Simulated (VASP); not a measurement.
# ZnO (P6_3mc) in VASP: a series of runs

Runs on ZnO. Level: PBE. Tasks: single point.

Program: VASP 6.6.1. These are calculated values, not measurements. Logs are shortened: lines on timing, memory, paths and dates and some standing lists are left out, and cuts for length are marked.

## Step 1: The cell of the first run

Symmetry: P6_3mc, No. 186, hexagonal system. Conventional cell: a = 3.235 Å, b = 3.235 Å, c = 5.003 Å, α = 90.00°, β = 90.00°, γ = 120.00°. Zn (site symmetry 3m) has 4 O at 1.94 to 1.96 Å within 2.6 Å. O (site symmetry 3m) has 4 Zn at 1.94 to 1.96 Å within 2.6 Å.

## Step 2: Single point, PBE (uniaxial z strain -4.0%)

INCAR

```
ALGO     = Normal         # electronic algorithm
EDIFF    = 1E-7           # SCF threshold, eV
ENCUT    = 520            # plane-wave cutoff, eV
GGA      = PE             # functional
ISIF     = 2              # what is computed and relaxed
ISMEAR   = -1             # smearing method
LASPH    = T              # aspherical terms in the spheres
LCHARG   = F              # write CHGCAR
LREAL    = F              # projectors in reciprocal space
LWAVE    = F              # write WAVECAR
NBANDS   = 26             # bands
NELM     = 60             # most SCF steps
PREC     = Accurate       # precision mode
SIGMA    = 0.02           # smearing width, eV
```

KPOINTS

```
k-points
0
Gamma
  12 12 6
```

POSCAR

```
ZnO
1.0
    3.2353408669      0.0000000000      0.0000000000
   -1.6176704335      2.8018873806      0.0000000000
    0.0000000000      0.0000000000      5.0025137583
Zn O
2 2
Direct
    0.3333333333      0.6666666667     -0.0083871209
    0.6666666667      0.3333333333      0.4916128791
    0.3333333333      0.6666666667      0.3833871209
    0.6666666667      0.3333333333      0.8833871209
```

Potentials or basis: VASP PAW PBE potentials, release 64 (Zn, O).

Run with:

```
cat potpaw_PBE.64/Zn/POTCAR potpaw_PBE.64/O/POTCAR > POTCAR
mpirun -np 1 vasp_std > vasp.out
```

OUTCAR:

```text
EDIFF = 1E-7
   ENCUT = 520
   GGA = PE
   ISIF = 2
   ISMEAR = -1
   LASPH = T
   LREAL = F
   NELM = 60
   PREC = Accurate

 ion  position               nearest neighbor table
   1  0.333  0.667  0.992-   4 1.94   4 1.94   4 1.94   3 1.96
   2  0.667  0.333  0.492-   3 1.94   3 1.94   3 1.94   4 1.96
   3  0.333  0.667  0.383-   2 1.94   2 1.94   2 1.94   1 1.96
   4  0.667  0.333  0.883-   1 1.94   1 1.94   1 1.94   2 1.96

  LATTYP: Found a hexagonal cell.
 ALAT       =     3.2353408669
 C/A-ratio  =     1.5462091829

  Lattice vectors:

 A1 = (   3.2353408669,   0.0000000000,   0.0000000000)
 A2 = (  -1.6176704335,   2.8018873806,   0.0000000000)
 A3 = (   0.0000000000,   0.0000000000,   5.0025137583)

Analysis of symmetry for initial positions (statically):
=====================================================================
 Subroutine PRICEL returns:
 Original cell was already a primitive cell.

 Routine SETGRP: Setting up the symmetry group for a
 hexagonal supercell.

 Subroutine GETGRP returns: Found 12 space group operations
 (whereof  6 operations were pure point group operations)
 out of a pool of 24 trial point group operations.

The static configuration has the point symmetry C_3v.
 The point group associated with its full space group is C_6v.

Analysis of symmetry for dynamics (positions and initial velocities):
=====================================================================
 Subroutine PRICEL returns:
 Original cell was already a primitive cell.

 Routine SETGRP: Setting up the symmetry group for a
 hexagonal supercell.

 Subroutine GETGRP returns: Found 12 space group operations
 (whereof  6 operations were pure point group operations)
 out of a pool of 24 trial point group operations.

The dynamic configuration has the point symmetry C_3v.
 The point group associated with its full space group is C_6v.

 Subroutine INISYM returns: Found 12 space group operations
 (whereof  6 operations are pure point group operations),
 and found     1 'primitive' translations

----------------------------------------------------------------------------------------

                                     Primitive cell

  volume of cell :      45.3481

  direct lattice vectors                    reciprocal lattice vectors
[... 81 lines left out ...]
 SYSTEM =  unknown system
   PREC   = accura    normal or accurate (medium, high low for compatibility)
   ISTART =      0    job   : 0-new  1-cont  2-samecut
   ICHARG =      2    charge: 1-file 2-atom 10-const
   ISPIN  =      1    spin polarized calculation?
   LNONCOLLINEAR =      F non collinear calculations
   LSORBIT =      F    spin-orbit coupling
   LASPH  =      T    aspherical Exc in radial PAW
   ENCUT  =  520.0 eV  38.22 Ry    6.18 a.u.   6.02  6.02  9.30*2*pi/ulx,y,z
   NELM   =     60;   NELMIN=  2; NELMDL= -5     # of ELM steps
   EDIFF  = 0.1E-06   stopping-criterion for ELM
   LREAL  =      F    real-space projection
   EDIFFG = 0.1E-05   stopping-criterion for IOM
   NSW    =      0    number of steps for IOM
   IBRION =     -1    ionic relax: 0-MD 1-quasi-New 2-CG
   NFREE  =      0    steps in history (QN), initial steepest desc. (CG)
   ISIF   =      2    stress and relaxation
   ISYM   =      2    0-nonsym 1-usesym 2-fastsym
   POTIM  = 0.5000    time-step for ionic-motion
   TEBEG  =    0.0;   TEEND  =   0.0 temperature during run
   PSTRESS=    0.0 pullay stress
   NELECT =      36.0000    total number of electrons
   NUPDOWN=      -1.0000    fix difference up-down
   EMIN   =  10.00;   EMAX   =-10.00  energy-range for DOS
   EFERMI =   0.00;   METHOD = LEGACY
   ISMEAR =    -1;   SIGMA  =   0.02  broadening in eV -4-tet -1-fermi 0-gaus
   EFERMI_NEDOS =   21; number of points for ismear=-14 and -15
   IALGO  =     38    algorithm
   IMIX   =      4    mixing-type and parameters
     AMIX     =   0.40;   BMIX     =  1.00
     AMIX_MAG =   1.60;   BMIX_MAG =  1.00
  volume/ion in A,a.u.               =      11.34        76.51
  Fermi-wavevector in a.u.,A,eV,Ry     =   1.515849  2.864540 31.263450  2.297799
  Thomas-Fermi vector in A             =   2.625318
   LORBIT       =      0    0 simple, 1 ext, 2 COOP (PROOUT), +10 PAW based schemes
   GGA     = PE    functional components
   LHFCALC =     F    Hartree Fock is set to
   AEXX    =    0.0000 exact exchange contribution
   IVDW    =     0    specifies the selected vdW correction
   LEPSILON=     F    determine dielectric tensor
   LRPA    =     F    only Hartree local field effects (RPA)
 non-spin polarized calculation
  energy-cutoff  :      520.00
  volume of cell :       45.35
 maximum number of plane-waves:      1248
   NGX = 13   NGY = 13   NGZ = 19

 number of electron      36.0000029 magnetization

 Free energy of the ion-electron system (eV)
  ---------------------------------------------------
  ext. energy  EPLUGINS =         0.00000000
  ---------------------------------------------------
  free energy    TOTEN  =       -17.66901664 eV

  energy without entropy =      -17.66901664  energy(sigma->0) =      -17.66901664

 E-fermi :   2.0635     XC(G=0): -11.1719

 val. band max:        1.6371633427   @ k =   0.0000   0.0000   0.0000
 cond. band min:       2.5347131398   @ k =   0.0000   0.0000   0.0000
 fundamental gap:      0.8975497971
 Fermi energy:         2.0634698129

 k-point     1 :       0.0000    0.0000    0.0000
  band No.  band energies     occupation
      1     -16.8312      2.00000
      2     -15.9691      2.00000
      3      -4.3144      2.00000
      4      -4.3144      2.00000
      5      -4.2012      2.00000
      6      -4.1457      2.00000
[... 685 lines left out ...]
     25      15.3574      0.00000
     26      15.8736      0.00000

 [... further k-points ...]
[... 5 lines left out ...]
  --------------------------------------------------------------------------------------
  -------------------------------------------------------------------------------------
  Total        3.6517784      3.6517784      4.5922593     -0.0000000      0.0000000      0.0000000
  in kB      129.0196888    129.0196888    162.2474864     -0.0000000      0.0000000      0.0000000
  external PRESSURE =     140.0956213 kB  Pullay stress =       0.0000000 kB

 VOLUME and BASIS-vectors are now :
 -----------------------------------------------------------------------------
  energy-cutoff  :      520.00
  volume of cell :       45.35
      direct lattice vectors                 reciprocal lattice vectors
     3.235340867  0.000000000  0.000000000     0.309086443  0.178451141  0.000000000
    -1.617670434  2.801887381  0.000000000     0.000000000  0.356902282  0.000000000
     0.000000000  0.000000000  5.002513758     0.000000000  0.000000000  0.199899500

 POSITION                                       TOTAL-FORCE (eV/Angst)
 -----------------------------------------------------------------------------------
     -0.00000      1.86792      4.96056        -0.000000      0.000000     -0.020898
      1.61767      0.93396      2.45930         0.000000     -0.000000     -0.020898
     -0.00000      1.86792      1.91790        -0.000000      0.000000      0.020898
      1.61767      0.93396      4.41916         0.000000      0.000000      0.020898
 -----------------------------------------------------------------------------------
    total drift:                                0.000001      0.000001     -0.005412

  FREE ENERGIE OF THE ION-ELECTRON SYSTEM (eV)
  ---------------------------------------------------
  free  energy   TOTEN  =       -17.6690166427 eV

  energy  without entropy=      -17.6690166426  energy(sigma->0) =      -17.66901664
```

OSZICAR:

```text
N       E                     dE             d eps       ncg     rms          rms(c)
DAV:   1     0.296483445051E+03    0.29648E+03   -0.18146E+04  4032   0.205E+03
DAV:   2     0.107337359631E+02   -0.28575E+03   -0.26846E+03  4132   0.414E+02
DAV:   3    -0.203288342527E+02   -0.31063E+02   -0.30664E+02  4388   0.139E+02
DAV:   4    -0.209187842244E+02   -0.58995E+00   -0.58879E+00  4352   0.196E+01
DAV:   5    -0.209216534681E+02   -0.28692E-02   -0.28691E-02  4226   0.142E+00    0.158E+01
DAV:   6    -0.174871763392E+02    0.34345E+01   -0.64310E+00  6182   0.603E+01    0.982E+00
DAV:   7    -0.177053561063E+02   -0.21818E+00   -0.29705E+00  3998   0.168E+01    0.580E+00
DAV:   8    -0.177162133619E+02   -0.10857E-01   -0.46654E-01  5850   0.764E+00    0.162E+00
DAV:   9    -0.176661944216E+02    0.50019E-01   -0.10295E-01  5826   0.651E+00    0.287E-01
DAV:  10    -0.176689437298E+02   -0.27493E-02   -0.36851E-02  4010   0.132E+00    0.140E-01
DAV:  11    -0.176689704793E+02   -0.26750E-04   -0.50962E-04  4156   0.195E-01    0.376E-02
DAV:  12    -0.176690178371E+02   -0.47358E-04   -0.59320E-05  4312   0.102E-01    0.239E-02
DAV:  13    -0.176690198664E+02   -0.20294E-05   -0.13556E-05  4232   0.408E-02    0.140E-02
DAV:  14    -0.176690168831E+02    0.29833E-05   -0.59204E-06  5744   0.318E-02    0.212E-03
DAV:  15    -0.176690166829E+02    0.20024E-06   -0.16955E-06  4318   0.128E-02    0.116E-03
DAV:  16    -0.176690166427E+02    0.40212E-07   -0.30071E-08  2058   0.242E-03
   1 F= -.17669017E+02 E0= -.17669017E+02  d E =-.161052E-11
```

stdout:

```text
POSCAR found type information on POSCAR ZnO
 POSCAR found :  2 types and       4 ions
 scaLAPACK will be used
 LDA part: xc-table for (Slater+PW92), standard interpolation
 POSCAR, INCAR and KPOINTS ok, starting setup
 FFT: planning ... GRIDC
 FFT: planning ... GRID_SOFT
 FFT: planning ... GRID
 WAVECAR not read
 entering main loop
```

It took 84 s on 1 thread of Intel Xeon 8259CL, shared host; peak memory 0.21 GiB.

Results:

```yaml
Free_energy: -17.6690 eV
Pressure: 14.0 GPa
Largest_force: 0.021 eV/Å
Band_gap_on_the_k_mesh: 0.90 eV
```

Forces in eV/Å, atoms in the order of the input:
```
Zn   0.000  0.000 -0.021
Zn   0.000  0.000 -0.021
O    0.000  0.000  0.021
O    0.000  0.000  0.021
```

Caveat: the cell differs from its parent crystal (uniaxial z strain -4.0%); the cell stands under pressure.

[end of part 1 of 2]
